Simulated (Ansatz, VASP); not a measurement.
# TiAl3: VASP beside Ansatz

The input INCAR:

```
ALGO = Fast ; EDIFF = 1E-7
ENCUT = 520 ; ISIF = 2
ISMEAR = 0 ; LASPH = T
LCHARG = F ; LREAL = F
LWAVE = F ; NBANDS = 18
NELM = 60 ; PREC = Accurate
SIGMA = 0.15
```

The input KPOINTS:

```
k-points
0
Gamma
  14 14 14
```

Contents of POSCAR:

```
TiAl3
1.0
   -1.8200019252      2.0278294055      4.2417642881
    1.8200019252     -2.0278294055      4.2417642881
    1.8200019252      2.0278294055     -4.2417642881
Ti Al
1 3
Direct
    0.0000000000      0.0000000000      0.0000000000
    0.5000000000      0.5000000000      0.0000000000
    0.7500000000      0.2500000000      0.5000000000
    0.2500000000      0.7500000000      0.5000000000
```

Input for Ansatz:

```yaml
crystal:
  lattice:
    - [-1.8200019252, 2.0278294055, 4.2417642881]
    - [1.8200019252, -2.0278294055, 4.2417642881]
    - [1.8200019252, 2.0278294055, -4.2417642881]
  atoms:
    - { symbol: Ti, position: [0.0, 0.0, 0.0] }
    - { symbol: Al, position: [0.5, 0.5, 0.0] }
    - { symbol: Al, position: [0.75, 0.25, 0.5] }
    - { symbol: Al, position: [0.25, 0.75, 0.5] }
basis:
  ecutwfc: 520.0
kpoints:
  mp_grid: { grid: [14, 14, 14] }
hamiltonian:
  xc: lda
  pseudopotentials: { kind: paw, azcp: { folder: soft_1 } }
scf:
  occupations: { method: gaussian, width: 0.15 }
output:
  forces: true
  stress: true
  eigenvalues: true
```

Change from the starting cell: normal strain along x -0.0367, normal strain along y +0.0733.

Alike in both runs: task single point; functional LDA; k mesh 14 × 14 × 14; occupations gaussian, width 0.15 eV; no spin polarisation.

```csv
,VASP,Ansatz
version,VASP 6.6.1,Ansatz 0.2.0
potentials or method,"VASP PAW LDA potentials, release 64 (Ti_sv, Al), cutoff 520 eV","scalar-relativistic, plane waves, PAW"
valence electrons in the cell,21,21
```

Ansatz gave:

| Quantity | Value |
| --- | --- |
| gap on the k mesh at the Fermi level (eV) | none |
| pressure (GPa) | -3.5 |
| traceless stress, the component that is largest in VASP (GPa) | -7.79 |
| rms of the force components (eV/Å) | 0.034 |

Problem. Which values does VASP return?

Solution. gap on the k mesh at the Fermi level (eV): none; pressure (GPa): -3.3; traceless stress, the component that is largest in VASP (GPa): -7.80; rms of the force components (eV/Å): 0.034.

Ansatz warns that its potentials were made for another functional, while VASP's fit it. LDA's correlation is that of Perdew and Zunger in VASP and of Perdew and Wang (1992) in Ansatz. Atom by atom the forces differ by 0.000 eV/Å (rms over components). A gap of «none» marks a metal or a gap that the smearing closes.
